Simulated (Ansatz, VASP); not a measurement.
# Si5C in VASP and in Ansatz

INCAR

```
PREC = Accurate ; ENCUT = 600
EDIFF = 1E-7 ; ISMEAR = 0
SIGMA = 0.1 ; LREAL = False
LASPH = True ; NELM = 120
ALGO = Normal ; ISIF = 3
LWAVE = False ; LCHARG = False
GGA = PE ; IBRION = 2
NSW = 90 ; EDIFFG = -0.04
GGA_COMPAT = False ; NELMIN = 4
```

File KPOINTS:

```
Automatic mesh
0
Gamma
  6 6 4
```

File POSCAR:

```
Si5C
1.0
    3.2352570418      0.0000000000      0.0000000000
    0.0000000000      3.5955186019      0.0000000000
    0.0000000000      0.0000000000      7.3566508110
Si C
5 1
Direct
    0.5000000000      0.5000000000      0.3373134209
    0.0000000000      0.0000000000      0.2535927705
    0.5000000000      0.5000000000      0.6626865791
    0.0000000000      0.0000000000      0.7464072295
    0.5000000000      0.5000000000      0.0000000000
    0.0000000000      0.0000000000      0.0000000000
```

Input for Ansatz:

```yaml
crystal:
  lattice:
    - [3.2352570418, 0.0, 0.0]
    - [0.0, 3.5955186019, 0.0]
    - [0.0, 0.0, 7.356650811]
  atoms:
    - { symbol: Si, position: [0.5, 0.5, 0.3373134209] }
    - { symbol: Si, position: [0.0, 0.0, 0.2535927705] }
    - { symbol: Si, position: [0.5, 0.5, 0.6626865791] }
    - { symbol: Si, position: [0.0, 0.0, 0.7464072295] }
    - { symbol: Si, position: [0.5, 0.5, 0.0] }
    - { symbol: C, position: [0.0, 0.0, 0.0] }
basis:
  ecutwfc: 420
kpoints:
  mp_grid: { grid: [6, 6, 4] }
hamiltonian:
  xc: pbe
scf:
  occupations: { method: gaussian, width: 0.1 }
  lower_state_search: "off"
output:
  forces: true
  stress: true
  eigenvalues: true
relax:
  adjacent_minimum: "off"
  f_tol: 0.04
  max_steps: 70
  cell: { stress_tol: 0.4 }
```

Change from the starting cell: species swapped into the BaBi5 type (P2/m, No. 10).

Alike in both runs: task relaxation of cell and atoms; functional PBE; k mesh 6 × 6 × 4; occupations gaussian, width 0.1 eV; no spin polarisation.

```csv
,VASP,Ansatz
version,VASP 6.6.1,Ansatz 0.2.0
potentials or method,"VASP PAW PBE potentials, release 64 (Si, C), cutoff 600 eV","scalar-relativistic, plane waves, PAW"
valence electrons in the cell,24,24
```

Ansatz gave:

| Property | Result |
| --- | --- |
| gap on the k mesh at the Fermi level, each at its own relaxed structure (eV) | none |
| relaxed volume (Å³/atom) | 14.38 |
| relaxed length of the cell vector where the two differ most in proportion (Å) | 7.367 |

**Question.** Estimate VASP's values.

**Answer.** gap on the k mesh at the Fermi level, each at its own relaxed structure (eV): none; relaxed volume (Å³/atom): 14.38; relaxed length of the cell vector where the two differ most in proportion (Å): 7.370.

A gap of «none» marks a metal or a gap that the smearing closes.
